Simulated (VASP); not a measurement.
# HfIrC2 (P6/mmm) in VASP: a series of runs

Runs on HfIrC2. Level: PBE. Tasks: single point, relaxation of cell and atoms.

Program: VASP 6.6.1. These are calculated values, not measurements. Logs are shortened: lines on timing, memory, paths and dates and some standing lists are left out, and cuts for length are marked.

### Step 1. The cell of the first run

It takes space group P6/mmm (No. 191, hexagonal). The conventional cell has a = 3.922 Å, b = 3.922 Å, c = 5.130 Å, α = 90.00°, β = 90.00°, γ = 120.00°. Within 3.0 Å of Hf (site symmetry 6/mmm) lie 6 C at 2.26 Å and 2 Ir at 2.56 Å. Within 3.5 Å of Ir (site symmetry 6/mmm) lie 2 Hf at 2.56 Å and 12 C at 3.42 Å. Within 3.0 Å of C (site symmetry -6m2) lie 3 Hf at 2.26 Å and 3 C at 2.26 Å.

The cell was built from a structure type or drawn by symmetry, and may not be a known phase.

### Step 2. Single point, PBE

The input, INCAR:

```
  PREC = Accurate
  ENCUT = 520
  EDIFF = 1E-7
  ISMEAR = 0
  SIGMA = 0.1
  LREAL = False
  LASPH = True
  NELM = 80
  ALGO = Normal
  ISIF = 2
  LWAVE = False
  LCHARG = False
  GGA = PE
  NBANDS = 22
```

The input, KPOINTS:

```
regular mesh
0
Gamma
  6 6 4
```

The input, POSCAR:

```
HfIrC2
1.0
    3.9221528215      0.0000000031      0.0000000000
   -1.9610764134      3.3966839794      0.0000000000
    0.0000000000      0.0000000000      5.1298520576
Hf Ir C
1 1 2
Direct
    0.0000000000      0.0000000000      0.0000000000
    0.0000000000      0.0000000000      0.5000000000
    0.3333333333      0.6666666667      0.0000000000
    0.6666666667      0.3333333333      0.0000000000
```

Potentials or basis: VASP PAW PBE potentials, release 64 (Hf_pv, Ir, C).

Run with:

```
$ cat potpaw_PBE.64/Hf_pv/POTCAR potpaw_PBE.64/Ir/POTCAR potpaw_PBE.64/C/POTCAR > POTCAR
$ mpirun -np 1 vasp_std > vasp.out
```

OUTCAR:

```text
PREC = Accurate
   ENCUT = 520
   EDIFF = 1E-7
   ISMEAR = 0
   LREAL = False
   LASPH = True
   NELM = 80
   ISIF = 2
   GGA = PE

 ion  position               nearest neighbor table
   1  0.000  0.000  0.000-   3 2.26   4 2.26   3 2.26   4 2.26   4 2.26   3 2.26   2 2.56   2 2.56

   2  0.000  0.000  0.500-   1 2.56   1 2.56
   3  0.333  0.667  0.000-   1 2.26   1 2.26   1 2.26
   4  0.667  0.333  0.000-   1 2.26   1 2.26   1 2.26

  LATTYP: Found a hexagonal cell.
 ALAT       =     3.9221528215
 C/A-ratio  =     1.3079174349

  Lattice vectors:

 A1 = (   3.9221528215,   0.0000000031,   0.0000000000)
 A2 = (  -1.9610764134,   3.3966839794,   0.0000000000)
 A3 = (   0.0000000000,   0.0000000000,   5.1298520576)

Analysis of symmetry for initial positions (statically):
=====================================================================
 Subroutine PRICEL returns:
 Original cell was already a primitive cell.

 Routine SETGRP: Setting up the symmetry group for a
 hexagonal supercell.

 Subroutine GETGRP returns: Found 24 space group operations
 (whereof 24 operations were pure point group operations)
 out of a pool of 24 trial point group operations.

The static configuration has the point symmetry D_6h.

Analysis of symmetry for dynamics (positions and initial velocities):
=====================================================================
 Subroutine PRICEL returns:
 Original cell was already a primitive cell.

 Routine SETGRP: Setting up the symmetry group for a
 hexagonal supercell.

 Subroutine GETGRP returns: Found 24 space group operations
 (whereof 24 operations were pure point group operations)
 out of a pool of 24 trial point group operations.

The dynamic configuration has the point symmetry D_6h.

 Subroutine INISYM returns: Found 24 space group operations
 (whereof 24 operations are pure point group operations),
 and found     1 'primitive' translations

----------------------------------------------------------------------------------------

                                     Primitive cell

  volume of cell :      68.3415

  direct lattice vectors                    reciprocal lattice vectors
     3.922152822  0.000000003  0.000000000     0.254962018  0.147202390  0.000000000
    -1.961076413  3.396683979  0.000000000    -0.000000000  0.294404780  0.000000000
     0.000000000  0.000000000  5.129852058     0.000000000  0.000000000  0.194937396

  length of vectors
     3.922152822  3.922152821  5.129852058     0.294404780  0.294404780  0.194937396

  position of ions in fractional coordinates (direct lattice)
     0.000000000  0.000000000  0.000000000
     0.000000000  0.000000000  0.500000000
     0.333333333  0.666666667  0.000000000
     0.666666667  0.333333333  0.000000000

  ion indices of the primitive-cell ions
   primitive index   ion index
                 1           1
                 2           2
                 3           3
                 4           4

----------------------------------------------------------------------------------------

 KPOINTS: regular mesh

Automatic generation of k-mesh.
 Grid dimensions read from file:
 generate k-points for:    6    6    4

 Generating k-lattice:

  Cartesian coordinates                     Fractional coordinates (reciprocal lattice)
     0.042493670  0.024533732  0.000000000     0.166666667 -0.000000000  0.000000000
    -0.000000000  0.049067463  0.000000000    -0.000000000  0.166666667  0.000000000
     0.000000000  0.000000000  0.048734349     0.000000000  0.000000000  0.250000000

  Length of vectors
     0.049067463  0.049067463  0.048734349

  Shift w.r.t. Gamma in fractional coordinates (k-lattice)
     0.000000000  0.000000000  0.000000000

 Subroutine IBZKPT returns following result:
 ===========================================

 Found     21 irreducible k-points:

 Following reciprocal coordinates:
            Coordinates               Weight
  0.000000  0.000000  0.000000      1.000000
  0.166667 -0.000000  0.000000      6.000000
  0.333333 -0.000000  0.000000      6.000000
  0.500000 -0.000000  0.000000      3.000000
  0.166667  0.166667  0.000000      6.000000
  0.333333  0.166667  0.000000     12.000000
[... 13 lines left out ...]
  0.333333  0.166667  0.500000     12.000000
  0.333333  0.333333  0.500000      2.000000
   k-points           NKPTS =     21   k-points in BZ     NKDIM =     21   number of bands    NBANDS=     22
   number of dos      NEDOS =    301   number of ions     NIONS =      4
   total plane-waves  NPLWV =  36000
   dimension x,y,z NGX =    30 NGY =   30 NGZ =   40
   dimension x,y,z NGXF=    60 NGYF=   60 NGZF=   80
   ions per type =               1   1   2
   NGX,Y,Z   is equivalent  to a cutoff of  12.72, 12.72, 12.96 a.u.
   NGXF,Y,Z  is equivalent  to a cutoff of  25.43, 25.43, 25.93 a.u.
 SYSTEM =  unknown system
   PREC   = accura    normal or accurate (medium, high low for compatibility)
   ISTART =      0    job   : 0-new  1-cont  2-samecut
   ICHARG =      2    charge: 1-file 2-atom 10-const
   ISPIN  =      1    spin polarized calculation?
   LNONCOLLINEAR =      F non collinear calculations
   LSORBIT =      F    spin-orbit coupling
   LASPH  =      T    aspherical Exc in radial PAW
   ENCUT  =  520.0 eV  38.22 Ry    6.18 a.u.   7.29  7.29  9.54*2*pi/ulx,y,z
   NELM   =     80;   NELMIN=  2; NELMDL= -5     # of ELM steps
   EDIFF  = 0.1E-06   stopping-criterion for ELM
   LREAL  =      F    real-space projection
   EDIFFG = 0.1E-05   stopping-criterion for IOM
   NSW    =      0    number of steps for IOM
   IBRION =     -1    ionic relax: 0-MD 1-quasi-New 2-CG
   NFREE  =      0    steps in history (QN), initial steepest desc. (CG)
   ISIF   =      2    stress and relaxation
   ISYM   =      2    0-nonsym 1-usesym 2-fastsym
   POTIM  = 0.5000    time-step for ionic-motion
   TEBEG  =    0.0;   TEEND  =   0.0 temperature during run
   PSTRESS=    0.0 pullay stress
   NELECT =      27.0000    total number of electrons
   NUPDOWN=      -1.0000    fix difference up-down
   EMIN   =  10.00;   EMAX   =-10.00  energy-range for DOS
   EFERMI =   0.00;   METHOD = LEGACY
   ISMEAR =     0;   SIGMA  =   0.10  broadening in eV -4-tet -1-fermi 0-gaus
   EFERMI_NEDOS =   21; number of points for ismear=-14 and -15
   IALGO  =     38    algorithm
   IMIX   =      4    mixing-type and parameters
     AMIX     =   0.40;   BMIX     =  1.00
     AMIX_MAG =   1.60;   BMIX_MAG =  1.00
  volume/ion in A,a.u.               =      17.09       115.30
  Fermi-wavevector in a.u.,A,eV,Ry     =   1.201253  2.270040 19.633335  1.443009
  Thomas-Fermi vector in A             =   2.337067
   LORBIT       =      0    0 simple, 1 ext, 2 COOP (PROOUT), +10 PAW based schemes
   GGA     = PE    functional components
   LHFCALC =     F    Hartree Fock is set to
   AEXX    =    0.0000 exact exchange contribution
   IVDW    =     0    specifies the selected vdW correction
   LEPSILON=     F    determine dielectric tensor
   LRPA    =     F    only Hartree local field effects (RPA)
 non-spin polarized calculation
 Gauss-broadening in eV      SIGMA  =   0.10
  energy-cutoff  :      520.00
  volume of cell :       68.34
 maximum number of plane-waves:      1868
 NGX is ok and might be reduce to    30
   NGX = 15   NGY = 15   NGZ = 19

 number of electron      27.0000000 magnetization

 Free energy of the ion-electron system (eV)
  ---------------------------------------------------
  ext. energy  EPLUGINS =         0.00000000
  ---------------------------------------------------
  free energy    TOTEN  =       -27.47175500 eV

  energy without entropy =      -27.44828438  energy(sigma->0) =      -27.46001969

 E-fermi :   3.3104     XC(G=0): -10.5776

 val. band max:        3.2571775466   @ k =   0.1667   0.1667   0.0000
 cond. band min:       3.3498291138   @ k =   0.3333   0.1667   0.2500
 fundamental gap:      0.0926515672
 Fermi energy:         3.3104006459

 k-point     1 :       0.0000    0.0000    0.0000
  band No.  band energies     occupation
      1     -26.7955      2.00000
      2     -26.5839      2.00000
      3     -26.5839      2.00000
      4      -9.5310      2.00000
      5      -2.4439      2.00000
      6      -1.8772      2.00000
[... 14 lines left out ...]
     21      12.7939      0.00000
     22      13.6292      0.00000

 k-point     2 :       0.1667   -0.0000    0.0000
  band No.  band energies     occupation
      1     -26.7926      2.00000
      2     -26.6215      2.00000
      3     -26.5934      2.00000
      4      -9.1204      2.00000
      5      -4.1422      2.00000
      6      -1.5077      2.00000
[... 14 lines left out ...]
     21      11.0205      0.00000
     22      12.9166      0.00000

 k-point     3 :       0.3333   -0.0000    0.0000
  band No.  band energies     occupation
      1     -26.7868      2.00000
      2     -26.6954      2.00000
      3     -26.6123      2.00000
      4      -8.0471      2.00000
      5      -5.5594      2.00000
      6      -0.8304      2.00000
[... 14 lines left out ...]
     21      10.9374      0.00000
     22      11.7234      0.00000

 k-point     4 :       0.5000   -0.0000    0.0000
  band No.  band energies     occupation
      1     -26.7839      2.00000
      2     -26.7317      2.00000
      3     -26.6217      2.00000
      4      -6.8186      2.00000
      5      -6.6932      2.00000
      6      -0.8499      2.00000
[... 14 lines left out ...]
     21      10.0283      0.00000
     22      10.1580      0.00000

 k-point     5 :       0.1667    0.1667    0.0000
  band No.  band energies     occupation
      1     -26.7883      2.00000
      2     -26.6702      2.00000
      3     -26.6146      2.00000
      4      -8.3721      2.00000
      5      -5.1708      2.00000
      6      -1.1463      2.00000
[... 342 lines left out ...]
 k-point    19 :       0.1667    0.1667    0.5000
  band No.  band energies     occupation
      1     -26.8552      2.00000
      2     -26.6718      2.00000
      3     -26.6162      2.00000
      4      -8.3265      2.00000
      5      -5.1503      2.00000
      6      -1.0877      2.00000
[... 14 lines left out ...]
     21      11.1427      0.00000
     22      12.8049      0.00000

 k-point    20 :       0.3333    0.1667    0.5000
  band No.  band energies     occupation
      1     -26.8507      2.00000
      2     -26.7150      2.00000
      3     -26.6422      2.00000
      4      -7.1611      2.00000
      5      -6.1049      2.00000
      6      -1.2198      2.00000
[... 14 lines left out ...]
     21       9.4404      0.00000
     22      10.8993      0.00000

 k-point    21 :       0.3333    0.3333    0.5000
  band No.  band energies     occupation
      1     -26.8492      2.00000
      2     -26.6903      2.00000
      3     -26.6903      2.00000
      4      -6.4323      2.00000
      5      -6.4323      2.00000
      6      -2.1498      2.00000
[... 14 lines left out ...]
     21       9.8545      0.00000
     22       9.8545      0.00000

------------------------ aborting loop because EDIFF is reached ----------------------------------------

  FORCE on cell =-STRESS in cart. coord.  units (eV):
  Direction    XX          YY          ZZ          XY          YZ          ZX
  --------------------------------------------------------------------------------------
  -------------------------------------------------------------------------------------
  Total       -0.0751077     -0.0751077     -0.2226346     -0.0000000     -0.0000000      0.0000000
  in kB       -1.7608030     -1.7608030     -5.2193777     -0.0000000     -0.0000000      0.0000000
  external PRESSURE =      -2.9136612 kB  Pullay stress =       0.0000000 kB

 VOLUME and BASIS-vectors are now :
 -----------------------------------------------------------------------------
  energy-cutoff  :      520.00
  volume of cell :       68.34
      direct lattice vectors                 reciprocal lattice vectors
     3.922152822  0.000000003  0.000000000     0.254962018  0.147202390  0.000000000
    -1.961076413  3.396683979  0.000000000    -0.000000000  0.294404780  0.000000000
     0.000000000  0.000000000  5.129852058     0.000000000  0.000000000  0.194937396

 POSITION                                       TOTAL-FORCE (eV/Angst)
 -----------------------------------------------------------------------------------
      0.00000      0.00000      0.00000        -0.000000      0.000000      0.000000
      0.00000      0.00000      2.56493        -0.000000      0.000000      0.000000
     -0.00000      2.26446      0.00000         0.000000     -0.000000      0.000000
      1.96108      1.13223      0.00000        -0.000000      0.000000      0.000000
 -----------------------------------------------------------------------------------
    total drift:                               -0.000000      0.000000      0.000000

  FREE ENERGIE OF THE ION-ELECTRON SYSTEM (eV)
  ---------------------------------------------------
  free  energy   TOTEN  =       -27.4717550021 eV

  energy  without entropy=      -27.4482843754  energy(sigma->0) =      -27.46001969
```

It took 82 s on 1 thread of AMD EPYC 7R13, shared host; peak memory 0.17 GiB.

What came out:

```yaml
Free_energy: -27.4718 eV
Pressure: -0.3 GPa
Band_gap_on_the_k_mesh: zero (an odd number of electrons rules out a gap without spin polarisation)
```

Stress tensor (GPa, compression positive):
```
-0.18  0.00  0.00
 0.00 -0.18  0.00
 0.00  0.00 -0.52
```

Caveat: spin-orbit coupling is left out, which moves the levels of the heavy elements.

### Step 3. Relaxation of cell and atoms, PBE

This run uses another cell than the first one, of 14.88 Å³/atom.

The input, INCAR:

```
SYSTEM = HfIrC2
PREC = Accurate
ENCUT = 600
EDIFF = 1E-7
ISMEAR = 0
SIGMA = 0.1
LREAL = .False.
LASPH = .True.
NELM = 100
ALGO = Normal
ISIF = 3
LWAVE = .False.
LCHARG = .False.
GGA = PE
IBRION = 2
NSW = 90
EDIFFG = -0.04
```

The input, KPOINTS:

```
Automatic mesh
0
Gamma
  6 6 4
  0 0 0
```

The input, POSCAR:

```
HfIrC2
1.0
    3.6791119900      0.0000000000      0.0000000000
   -1.8395560000      3.1862044500      0.0000000000
    0.0000000000      0.0000000000      5.0772017500
Hf Ir C
1 1 2
Direct
    0.0000000000      0.0000000000      0.0000000000
    0.0000000000      0.0000000000      0.5000000000
    0.3333333300      0.6666666700      0.0000000000
    0.6666666700      0.3333333300      0.0000000000
```

Potentials or basis: VASP PAW PBE potentials, release 64 (Hf_pv, Ir, C).

Run with:

```
$ cat potpaw_PBE.64/Hf_pv/POTCAR potpaw_PBE.64/Ir/POTCAR potpaw_PBE.64/C/POTCAR > POTCAR
$ mpirun -np 1 vasp_std > vasp.out
```

It took 4.5 min on 1 thread of AMD EPYC 7R13, shared host; peak memory 0.2 GiB.

The run converged. Its results:

```
Free energy                           : -27.4697 eV
Relaxed volume                        : 17.02 Å³/atom
Relaxed cell                          : a = 3.920 Å, b = 3.920 Å, c = 5.116 Å, α = 90.00°, β = 90.00°, γ = 120.00°
Space group after relaxing (to 0.1 Å) : P6/mmm (No. 191)
Energy gained by relaxing             : 154.1 meV/atom
Ionic steps                           : 5
Pressure after relaxing               : 0.1 GPa
Band gap on the k mesh                : zero (an odd number of electrons rules out a gap without spin polarisation)
```

Stress tensor (GPa, compression positive):
```
0.06 0.00 0.00
0.00 0.06 0.00
0.00 0.00 0.20
```

Step by step:
| step | energy change (eV) | largest force (eV/Å) | pressure (GPa) | volume (Å³) |
| --- | --- | --- | --- | --- |
| 1 | 0.0000 | 0.0000 | 20.37 | 59.52 |
| 2 | -0.2571 | 0.0000 | -10.86 | 77.20 |
| 3 | -0.6102 | 0.0000 | -0.80 | 68.73 |
| 4 | -0.6103 | 0.0000 | -0.49 | 68.54 |
| 5 | -0.6163 | 0.0000 | 0.11 | 68.09 |

Final structure:
```
Hf Ir C
1.0
     3.92027    0.00000    0.00000
    -1.96013    3.39505    0.00000
     0.00000    0.00000    5.11573
Hf Ir C
1 1 2
Direct
  0.00000 0.00000 0.00000
  0.00000 0.00000 0.50000
  0.33333 0.66667 0.00000
  0.66667 0.33333 0.00000
```

Levels at points of the mesh, in eV from the Fermi level:
```tsv
k point	band 10	band 11	band 12	band 13	band 14	band 15	band 16	band 17
(0.00, 0.00, 0.00)	-2.32	-1.90	-1.90	-0.78	-0.78	1.97	2.41	2.41
(0.50, 0.00, 0.00)	-2.12	-1.44	-0.52	-0.18	0.29	0.37	0.75	2.50
(0.00, 0.00, 0.50)	-1.22	-1.22	-0.91	-0.91	0.48	1.06	1.88	2.42
(0.50, 0.00, 0.50)	-1.45	-1.42	-0.96	-0.17	-0.09	0.37	1.10	1.71
```

Caveat: spin-orbit coupling is left out, which moves the levels of the heavy elements.
